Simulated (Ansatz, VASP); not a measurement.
## BP: VASP beside Ansatz

```
B P
1.0
     0.00000    1.94767    1.94767
     1.94767    0.00000    1.94767
     1.94767    1.94767    0.00000
B P
1 1
Direct
  0.00000 0.00000 0.00000
  0.25000 0.25000 0.25000
```

Change from the starting cell: volume scaled by 0.64, PAW files.

Alike in both runs: task single point; functional PBEsol; k mesh 15 × 15 × 15; occupations fermi-dirac, width 0.05 eV; no spin polarisation.

|  | VASP | Ansatz |
| --- | --- | --- |
| version | VASP 6.6.1 | Ansatz 0.2.0 |
| potentials or method | VASP PAW PBE potentials, release 64 (B, P) | PAW with Ansatz's default frozen-core files, scalar-relativistic |
| plane-wave cutoff (eV) | 520 | 420 |
| valence electrons in the cell | 8 | 8 |

```csv
,VASP,Ansatz,Ansatz less VASP
pressure (GPa),170.3,170.3,-0.02
```

VASP's potentials were made for PBE, not for PBEsol. Both programs put the cell under a high pressure, so it lies far from rest at this level. The functional is the same, so the differences come from potentials, cutoffs and numerics.

Noted on VASP's run: the cell as given lies far from equilibrium.
